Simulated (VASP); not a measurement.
Runs of VASP 6.6.1 on KBr. The structure is that of space group Fm-3m (No. 225), or close to it. The cells are those of the table. 

```tsv
cell	gap on the mesh (eV)	pressure (GPa)
a = 4.843 Å, angles 60.0°, 2 atoms	4.79	-1.3
a = 4.564, b = 4.564, c = 4.470 Å, angles 60.7, 60.7, 58.6°, 2 atoms	5.32	(a)
a = 4.378, b = 4.378, c = 4.284 Å, angles 60.7, 60.7, 58.6°, 2 atoms	5.74	6.2
a = 4.284 Å, angles 60.0°, 2 atoms	5.90	8.0
a = 4.750, b = 4.750, c = 4.656 Å, angles 60.7, 60.7, 58.7°, 2 atoms	4.98	-0.4
a = 4.937, b = 4.937, c = 4.843 Å, angles 60.6, 60.6, 58.7°, 2 atoms	4.70	-1.6
a = 4.470 Å, angles 60.0°, 2 atoms	(b)	3.0
a = 5.029 Å, angles 60.0°, 2 atoms	4.53	-2.1
```

Alike in all rows: task single point; level r2SCAN; potentials or basis VASP PAW PBE potentials, release 64 (K_sv, Br); no spin polarisation; k mesh 6 × 6 × 6; cutoff (eV) 520; smearing gaussian 0.05 eV.

Q: Estimate the missing entries.

A: (a) 2.0; (b) 5.48.

Caveats: the PAW data sets were made with another functional, which shifts forces and pressure a little.

A k mesh can miss the band edges, and the runs leave out spin-orbit coupling on Br.
